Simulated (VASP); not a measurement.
# Si5PdW2 in VASP: further runs, part 2 of 3

VASP 6.6.1.

**4. Single point, PBE**

This run uses another cell than the first one, of 14.09 Å³/atom.

INCAR reads:

```
PREC = Accurate ; ENCUT = 520
EDIFF = 1E-7 ; ISMEAR = 0
SIGMA = 0.2 ; LREAL = F
LASPH = T ; NELM = 100
ALGO = Normal ; ISIF = 2
LWAVE = F ; LCHARG = F
GGA = PE ; NBANDS = 39
```

KPOINTS reads:

```
regular mesh
0
Gamma
  6 6 2
```

POSCAR reads:

```
Si5PdW2
1.0
    3.2500657342     -0.0009147186      0.0032934162
   -0.0008647897      3.2498722328      0.0039128437
    0.0105349916      0.0131056567     10.6713487016
Si Pd W
5 1 2
Direct
    0.5005500012      0.5007101042      0.8781003676
    0.0012281168      0.0014252710      0.7497647549
    0.4994468136      0.4992926525      0.1218962880
   -0.0012339872     -0.0014382347      0.2502345387
   -0.0000145846     -0.0000102956      0.5000005383
    1.0000069077      0.0000059276      0.0000057149
    0.5019970357      0.5023336673      0.6413373380
    0.4980196969      0.4976809076      0.3586604595
```

Potentials or basis: VASP PAW PBE potentials, release 64 (Si, Pd, W_sv).

Command:

```console
> cat potpaw_PBE.64/Si/POTCAR potpaw_PBE.64/Pd/POTCAR potpaw_PBE.64/W_sv/POTCAR > POTCAR
> mpirun -np 1 vasp_std > vasp.out
```

OUTCAR:

```text
PREC = Accurate
   ENCUT = 520
   EDIFF = 1E-7
   ISMEAR = 0
   LREAL = F
   LASPH = T
   NELM = 100
   ISIF = 2
   GGA = PE

 ion  position               nearest neighbor table
   1  0.501  0.501  0.878-   7 2.53   3 2.60   6 2.64   6 2.64   6 2.64   6 2.64   2 2.67   2 2.68
                             2 2.68   2 2.68
   2  0.001  0.001  0.750-   7 2.57   7 2.57   7 2.57   7 2.57   5 2.67   6 2.67   1 2.67   1 2.68
                             1 2.68   1 2.68
   3  0.499  0.499  0.122-   8 2.53   1 2.60   6 2.64   6 2.64   6 2.64   6 2.64   4 2.67   4 2.68
                             4 2.68   4 2.68
   4  0.999  0.999  0.250-   8 2.57   8 2.57   8 2.57   8 2.57   5 2.67   6 2.67   3 2.67   3 2.68
                             3 2.68   3 2.68
   5  1.000  1.000  0.500-   2 2.67   4 2.67   7 2.74   8 2.74   8 2.75   7 2.75   7 2.75   8 2.75
                             8 2.76   7 2.76
   6  0.000  0.000  0.000-   3 2.64   1 2.64   3 2.64   3 2.64   3 2.64   1 2.64   1 2.64   1 2.64
                             4 2.67   2 2.67
   7  0.502  0.502  0.641-   1 2.53   2 2.57   2 2.57   2 2.57   2 2.57   5 2.74   5 2.75   5 2.75
                             5 2.76   8 3.02
   8  0.498  0.498  0.359-   3 2.53   4 2.57   4 2.57   4 2.57   4 2.57   5 2.74   5 2.75   5 2.75
                             5 2.76   7 3.02

  LATTYP: Found a triclinic cell.
 ALAT       =    11.1476892496
 B/A-ratio  =     0.2915290004
 C/A-ratio  =     0.2915462980
 COS(alpha) =     0.0005463250
 COS(beta)  =     0.0020740142
 COS(gamma) =     0.2892010624

  Lattice vectors:

 A1 = (   0.0113997813,  -3.2367665761,  10.6674358579)
 A2 = (   0.0008647897,  -3.2498722328,  -0.0039128437)
 A3 = (   3.2500657342,  -0.0009147186,   0.0032934162)

Analysis of symmetry for initial positions (statically):
=====================================================================
 Subroutine PRICEL returns:
 Original cell was already a primitive cell.

 Routine SETGRP: Setting up the symmetry group for a
 triclinic supercell.

 Subroutine GETGRP returns: Found  1 space group operations
 (whereof  1 operations were pure point group operations)
 out of a pool of  2 trial point group operations.

The static configuration has the point symmetry C_1 .

Analysis of symmetry for dynamics (positions and initial velocities):
=====================================================================
 Subroutine PRICEL returns:
 Original cell was already a primitive cell.

 Routine SETGRP: Setting up the symmetry group for a
 triclinic supercell.

 Subroutine GETGRP returns: Found  1 space group operations
 (whereof  1 operations were pure point group operations)
 out of a pool of  2 trial point group operations.

The dynamic configuration has the point symmetry C_1 .

 Subroutine INISYM returns: Found  1 space group operations
 (whereof  1 operations are pure point group operations),
 and found     1 'primitive' translations

----------------------------------------------------------------------------------------

                                     Primitive cell

  volume of cell :     112.7137

  direct lattice vectors                    reciprocal lattice vectors
     3.250065734 -0.000914719  0.003293416     0.307686416  0.000082241 -0.000303856
    -0.000864790  3.249872233  0.003912844     0.000086985  0.307704883 -0.000377983
     0.010534992  0.013105657 10.671348702    -0.000094991 -0.000112851  0.093709100

  length of vectors
[... 77 lines left out ...]
   number of dos      NEDOS =    301   number of ions     NIONS =      8
   total plane-waves  NPLWV =  46080
   dimension x,y,z NGX =    24 NGY =   24 NGZ =   80
   dimension x,y,z NGXF=    48 NGYF=   48 NGZF=  160
   ions per type =               5   1   2
   NGX,Y,Z   is equivalent  to a cutoff of  12.28, 12.28, 12.46 a.u.
   NGXF,Y,Z  is equivalent  to a cutoff of  24.55, 24.55, 24.93 a.u.
 SYSTEM =  unknown system
   PREC   = accura    normal or accurate (medium, high low for compatibility)
   ISTART =      0    job   : 0-new  1-cont  2-samecut
   ICHARG =      2    charge: 1-file 2-atom 10-const
   ISPIN  =      1    spin polarized calculation?
   LNONCOLLINEAR =      F non collinear calculations
   LSORBIT =      F    spin-orbit coupling
   LASPH  =      T    aspherical Exc in radial PAW
   ENCUT  =  520.0 eV  38.22 Ry    6.18 a.u.   6.04  6.04 19.84*2*pi/ulx,y,z
   NELM   =    100;   NELMIN=  2; NELMDL= -5     # of ELM steps
   EDIFF  = 0.1E-06   stopping-criterion for ELM
   LREAL  =      F    real-space projection
   EDIFFG = 0.1E-05   stopping-criterion for IOM
   NSW    =      0    number of steps for IOM
   IBRION =     -1    ionic relax: 0-MD 1-quasi-New 2-CG
   NFREE  =      0    steps in history (QN), initial steepest desc. (CG)
   ISIF   =      2    stress and relaxation
   ISYM   =      2    0-nonsym 1-usesym 2-fastsym
   POTIM  = 0.5000    time-step for ionic-motion
   TEBEG  =    0.0;   TEEND  =   0.0 temperature during run
   PSTRESS=    0.0 pullay stress
   NELECT =      58.0000    total number of electrons
   NUPDOWN=      -1.0000    fix difference up-down
   EMIN   =  10.00;   EMAX   =-10.00  energy-range for DOS
   EFERMI =   0.00;   METHOD = LEGACY
   ISMEAR =     0;   SIGMA  =   0.20  broadening in eV -4-tet -1-fermi 0-gaus
   EFERMI_NEDOS =   21; number of points for ismear=-14 and -15
   IALGO  =     38    algorithm
   IMIX   =      4    mixing-type and parameters
     AMIX     =   0.40;   BMIX     =  1.00
     AMIX_MAG =   1.60;   BMIX_MAG =  1.00
  volume/ion in A,a.u.               =      14.09        95.08
  Fermi-wavevector in a.u.,A,eV,Ry     =   1.311873  2.479081 23.415790  1.721012
  Thomas-Fermi vector in A             =   2.442305
   LORBIT       =      0    0 simple, 1 ext, 2 COOP (PROOUT), +10 PAW based schemes
   GGA     = PE    functional components
   LHFCALC =     F    Hartree Fock is set to
   AEXX    =    0.0000 exact exchange contribution
   IVDW    =     0    specifies the selected vdW correction
   LEPSILON=     F    determine dielectric tensor
   LRPA    =     F    only Hartree local field effects (RPA)
 non-spin polarized calculation
 Gauss-broadening in eV      SIGMA  =   0.20
  energy-cutoff  :      520.00
  volume of cell :      112.71
 maximum number of plane-waves:      3070
   NGX = 13   NGY = 13   NGZ = 39

 number of electron      58.0000002 magnetization

 Free energy of the ion-electron system (eV)
  ---------------------------------------------------
  ext. energy  EPLUGINS =         0.00000000
  ---------------------------------------------------
  free energy    TOTEN  =       -59.21241840 eV

  energy without entropy =      -59.15392378  energy(sigma->0) =      -59.18317109

 E-fermi :  11.3105     XC(G=0): -12.3331

 val. band max:       11.2954443919   @ k =  -0.3333   0.3333   0.5000
 cond. band min:      11.3160284863   @ k =   0.1667  -0.0000   0.5000
 fundamental gap:      0.0205840944
 Fermi energy:        11.3105484820

 k-point     1 :       0.0000    0.0000    0.0000
  band No.  band energies     occupation
      1     -62.5171      2.00000
      2     -62.5087      2.00000
      3     -26.8512      2.00000
      4     -26.7276      2.00000
      5     -26.7274      2.00000
      6     -26.7100      2.00000
[... 997 lines left out ...]
     38      15.2943      0.00000
     39      15.6888      0.00000

 [... further k-points ...]

------------------------ aborting loop because EDIFF is reached ----------------------------------------

  FORCE on cell =-STRESS in cart. coord.  units (eV):
  Direction    XX          YY          ZZ          XY          YZ          ZX
  --------------------------------------------------------------------------------------
  -------------------------------------------------------------------------------------
  Total        0.0154303      0.0212388      0.0921705      0.0383414     -0.0393046     -0.0273326
  in kB        0.2193347      0.3019003      1.3101651      0.5450068     -0.5586979     -0.3885218
  external PRESSURE =       0.6104667 kB  Pullay stress =       0.0000000 kB

 VOLUME and BASIS-vectors are now :
 -----------------------------------------------------------------------------
  energy-cutoff  :      520.00
  volume of cell :      112.71
      direct lattice vectors                 reciprocal lattice vectors
     3.250065734 -0.000914719  0.003293416     0.307686416  0.000082241 -0.000303856
    -0.000864790  3.249872233  0.003912844     0.000086985  0.307704883 -0.000377983
     0.010534992  0.013105657 10.671348702    -0.000094991 -0.000112851  0.093709100

 POSITION                                       TOTAL-FORCE (eV/Angst)
 -----------------------------------------------------------------------------------
      1.63564      1.63829      9.37412         0.000696     -0.000338      0.009324
      0.01189      0.01446      8.00101        -0.001098     -0.001086      0.015909
      1.62409      1.62378      1.30440        -0.000553      0.000340     -0.009064
      3.24783      3.24756      2.67754         0.001585      0.001787     -0.015832
      3.25442      3.25548      5.34289         0.000295      0.000209     -0.000180
      0.00002      0.00002      0.00006        -0.000110     -0.000086     -0.000463
      1.63785      1.64047      6.84755        -0.004010     -0.003556     -0.021411
      1.62194      1.62164      3.83098         0.003196      0.002730      0.021716
 -----------------------------------------------------------------------------------
    total drift:                                0.000001      0.000002      0.000032

  FREE ENERGIE OF THE ION-ELECTRON SYSTEM (eV)
  ---------------------------------------------------
  free  energy   TOTEN  =       -59.2124183950 eV

  energy  without entropy=      -59.1539237812  energy(sigma->0) =      -59.18317109
```

It took 3.5 min on 1 thread of Intel Xeon 8259CL, shared host; peak memory 0.31 GiB.

What came out:

| Item | Value |
| --- | --- |
| Free energy | -59.2124 eV |
| Pressure | 0.1 GPa |
| Largest force | 0.022 eV/Å |
| Band gap on the k mesh | zero (bands 29 and 30 overlap by 1.08 eV) |

Forces in eV/Å, atoms in the order of the input:
```
Si   0.001  0.000  0.009
Si  -0.001 -0.001  0.016
Si  -0.001  0.000 -0.009
Si   0.002  0.002 -0.016
Si   0.000  0.000  0.000
Pd   0.000  0.000  0.000
W   -0.004 -0.004 -0.021
W    0.003  0.003  0.022
```

Caveat: spin-orbit coupling is left out, which moves the levels of the heavy elements.

(Continued in part 3 of 3.)

The gap in the log of VASP goes by the Fermi energy; the results here count the filled bands.